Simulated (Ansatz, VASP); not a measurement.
## Rh in VASP and in Ansatz

Contents of INCAR:

```
ALGO     = Fast           # electronic algorithm
EDIFF    = 1E-7           # SCF threshold, eV
ENCUT    = 520            # plane-wave cutoff, eV
GGA      = PE             # functional
ISIF     = 2              # what is computed and relaxed
ISMEAR   = 0              # smearing method
LASPH    = True           # aspherical terms in the spheres
LCHARG   = False          # write CHGCAR
LREAL    = False          # projectors in reciprocal space
LWAVE    = False          # write WAVECAR
NBANDS   = 22             # bands
NELM     = 60             # most SCF steps
PREC     = Accurate       # precision mode
SIGMA    = 0.15           # smearing width, eV
```

KPOINTS

```
k-points
0
Gamma
  21 21 12
```

The input POSCAR:

```
Rh
1.0
    2.7246171703      0.0000000000      0.0000000000
   -1.3623085852      2.3595876850      0.0000000000
    0.0000000000      0.0000000000      4.2544897114
Rh
2
Direct
    0.6666666667      0.3333333333      0.7500000000
    0.3333333333      0.6666666667      0.2500000000
```

Input for Ansatz:

```yaml
crystal:
  lattice:
    - [2.7246171703, 0.0, 0.0]
    - [-1.3623085852, 2.359587685, 0.0]
    - [0.0, 0.0, 4.2544897114]
  atoms:
    - { symbol: Rh, position: [0.6666666667, 0.3333333333, 0.75] }
    - { symbol: Rh, position: [0.3333333333, 0.6666666667, 0.25] }
basis:
  ecutwfc: 420
kpoints:
  mp_grid: { grid: [21, 21, 12] }
hamiltonian:
  xc: pbe
  pseudopotentials: { kind: paw, azcp: { folder: soft_1 } }
scf:
  occupations: { method: gaussian, width: 0.15 }
output:
  forces: true
  stress: true
  eigenvalues: true
  write_density: true
  write_potential: true
  elf: true
  volumetric_format: npy
```

Alike in both runs: task single point; functional PBE; k mesh 21 × 21 × 12; occupations gaussian, width 0.15 eV; no spin polarisation.

|  | VASP | Ansatz |
| --- | --- | --- |
| version | VASP 6.6.1 | Ansatz 0.2.0 |
| potentials or method | VASP PAW PBE potentials, release 64 (Rh_pv), cutoff 520 eV | scalar-relativistic, plane waves, PAW |
| valence electrons in the cell | 30 | 34 |

|  | VASP | Ansatz | Ansatz less VASP |
| --- | --- | --- | --- |
| gap on the k mesh at the Fermi level (eV) | none | none | - |
| pressure (GPa) | 9.1 | 9.0 | -0.03 |
| traceless stress, the component that is largest in VASP (GPa) | 6.37 | 6.36 | -0.006 |

A gap of «none» marks a metal or a gap that the smearing closes. The functional is the same, so the differences come from potentials, cutoffs and numerics. VASP's potentials hold 30 valence electrons a cell and Ansatz's 34, so a difference there can come from the potentials and not from the codes.
